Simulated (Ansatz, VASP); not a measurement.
## One calculation of N, two programs

The input INCAR:

```
SYSTEM = N
PREC = Accurate
ENCUT = 520
EDIFF = 1E-8
ISMEAR = -1
SIGMA = 0.02
LREAL = .FALSE.
LASPH = .TRUE.
NELM = 100
ALGO = Normal
ISIF = 2
LWAVE = .FALSE.
LCHARG = .FALSE.
GGA = PS
LEFG = .TRUE.
NBANDS = 18
```

File KPOINTS:

```
regular mesh
0
G
  4 4 4
  0 0 0
```

The input POSCAR:

```
N
1.0
    5.7054900000      0.0000000000      0.0000000000
    0.0000000000      5.7054900000      0.0000000000
    0.0000000000      0.0000000000      5.6490000000
N
4
Direct
    0.0300000000      0.0300000000      0.0300000000
    0.4700000000      0.9700000000      0.5300000000
    0.5300000000      0.4700000000      0.9700000000
    0.9700000000      0.5300000000      0.4700000000
```

Input for Ansatz:

```yaml
crystal:
  lattice:
    - [5.70549, 0.0, 0.0]
    - [0.0, 5.70549, 0.0]
    - [0.0, 0.0, 5.649]
  atoms:
    - { symbol: "N", position: [0.03, 0.03, 0.03] }
    - { symbol: "N", position: [0.47, 0.97, 0.53] }
    - { symbol: "N", position: [0.53, 0.47, 0.97] }
    - { symbol: "N", position: [0.97, 0.53, 0.47] }
kpoints:
  mp_grid: { grid: [4, 4, 4] }
scf:
  occupations: { method: fermi_dirac, width: 0.02 }
hamiltonian:
  xc: pbesol
  pseudopotentials: { kind: paw }
output:
  forces: true
  stress: true
  eigenvalues: true
  efg: { contact_densities: true }
```

Change from the starting cell: equal xx and yy strain of +1 %, PAW files.

Alike in both runs: task electric field gradients; functional PBEsol; k mesh 4 × 4 × 4; occupations fermi-dirac, width 0.02 eV; no spin polarisation.

|  | VASP | Ansatz |
| --- | --- | --- |
| version | VASP 6.6.1 | Ansatz 0.2.0 |
| potentials or method | VASP PAW PBE potentials, release 64 (N) | PAW with Ansatz's default frozen-core files, scalar-relativistic |
| plane-wave cutoff (eV) | 520 | 420 |
| valence electrons in the cell | 20 | 20 |

|  | VASP | Ansatz | Ansatz less VASP |
| --- | --- | --- | --- |
| pressure (GPa) | -3.9 | -3.9 | +0.02 |
| traceless stress, the component that is largest in VASP (GPa) | -0.05 | -0.05 | -0.001 |
| rms of the force components (eV/Å) | 0.219 | 0.220 | +0.0011 |
| size of Vzz on the site where it differs most (V/Å²) | 5.9 | 5.8 | -0.04 |

VASP's potentials were made for PBE, not for PBEsol. Atom by atom the forces differ by 0.001 eV/Å (rms over components).
